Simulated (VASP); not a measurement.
# Si: single point with HSE06

Crystal: Si.

```
Si
1.0
     0.00000    2.83100    2.64147
     2.83100    0.00000    2.64147
     2.83100    2.83100    0.00000
Si
2
Direct
  0.00000 0.00000 0.00000
  0.25000 0.25000 0.25000
```

This cell differs from its parent crystal: epitaxial xy strain +4.0%.

```
Program                            : VASP 6.6.1
Task                               : single point
Functional                         : HSE06
Potentials or basis                : VASP PAW PBE potentials, release 64 (Si)
Cutoff                             : 520 eV
k mesh                             : 6 × 6 × 6
Occupations                        : fermi-dirac, width 0.02 eV
Spin                               : no spin polarisation
Dipole correction                  : no
Grid for exact exchange (PRECFOCK) : Normal
Further INCAR settings             : ALGO = Normal; EDIFF = 1e-06; NBANDS = 11
Share of exact exchange            : 0.25
Screening parameter                : 0.2079 1/Å
```

The pressure is -4.9 GPa and the band gap on the k mesh is 0.65 eV (least direct gap 2.82 eV).

Stress tensor (GPa, compression positive):
```
-7.10  0.00  0.00
 0.00 -7.10  0.00
 0.00  0.00 -0.48
```

Levels at points of the mesh, in eV from the valence-band top:
```tsv
k point	band 1	band 2	band 3	band 4	band 5	band 6	band 7	band 8	band 9
(0.00, 0.00, 0.00)	-13.20	-0.47	-0.47	0.00	2.82	3.09	3.09	3.27	7.80
(0.50, 0.00, 0.00)	-10.75	-7.75	-1.89	-1.25	1.57	3.57	4.27	8.27	10.82
(0.50, 0.50, 0.00)	-8.52	-8.52	-3.63	-3.63	0.72	0.72	10.59	10.59	11.82
(0.50, 0.00, 0.50)	-8.92	-8.92	-3.09	-3.09	1.27	1.27	10.18	10.18	12.11
```

It took 33 min on 1 thread of AMD EPYC 7R43 64-Core Processor (Zen 3) (shared host), peak memory 0.25 GiB.

Caveat: the cell differs from its parent crystal (epitaxial xy strain +4.0%); the stress differs along the axes, from -7 to -0 GPa; the PAW data sets were made with another functional, which shifts forces and pressure a little. A k mesh can miss the band edges.
